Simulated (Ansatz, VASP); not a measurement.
**Two plane-wave programs on KBr**

```
K Br
1.0
     3.93977    0.00000    0.00000
     0.00000    3.93977    0.00000
     0.00000    0.00000    3.93977
K Br
1 1
Direct
  0.00000 0.00000 0.00000
  0.50000 0.50000 0.50000
```

Alike in both runs: task single point; functional revPBE; k mesh 4 × 4 × 4; occupations methfessel-paxton of order 1, width 0.02 eV; no spin polarisation.

|  | VASP | Ansatz |
| --- | --- | --- |
| version | VASP 6.6.1 | Ansatz 0.2.0 |
| potentials or method | VASP PAW PBE potentials, release 64 (K_sv, Br), cutoff 500 eV | plane waves, PAW |
| valence electrons in the cell | 16 | 16 |

|  | VASP | Ansatz | Ansatz less VASP |
| --- | --- | --- | --- |
| pressure (GPa) | 2.9 | 2.9 | -0.04 |

VASP's potentials were made for PBE, not for revPBE. The functional is the same, so the differences come from potentials, cutoffs and numerics.
